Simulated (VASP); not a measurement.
A run of VASP 6.6.1 is set up as follows.

INCAR

```
SYSTEM = Ca3Zr
PREC = Accurate ; ENCUT = 520
EDIFF = 1E-6 ; ISMEAR = 0
SIGMA = 0.1 ; LREAL = .FALSE.
LASPH = .TRUE. ; NELM = 80
ALGO = Fast ; ISIF = 2
LWAVE = .FALSE. ; LCHARG = .FALSE.
GGA = PE ; NBANDS = 29
```

File KPOINTS:

```
Automatic mesh
0
G
  4 4 4
  0 0 0
```

POSCAR

```
Ca3Zr
1.0
    4.6018080930      0.0000000000      0.0000000000
    0.0000000000      4.6018080930      0.0000000000
    0.0000000000      0.0000000000      4.5545079286
Ca Zr
3 1
Direct
    0.0000000000      0.5000000000      0.5000000000
    0.5000000000      0.0000000000      0.5000000000
    0.5000000000      0.5000000000      0.0000000000
    0.0000000000      0.0000000000      0.0000000000
```

Potentials or basis: VASP PAW PBE potentials, release 64 (Ca_sv, Zr_sv).

Launch:

```bash
$ cat potpaw_PBE.64/Ca_sv/POTCAR potpaw_PBE.64/Zr_sv/POTCAR > POTCAR
$ mpirun -np 1 vasp_std > vasp.out
```

**Question.** What does it give for the pressure?

**Answer.** 16.4 GPa.

**Question.** What does it give for the band gap on the k mesh?

**Answer.** Zero (band 21 reaches 6.64 eV, above the bottom of band 22 at 4.87 eV).
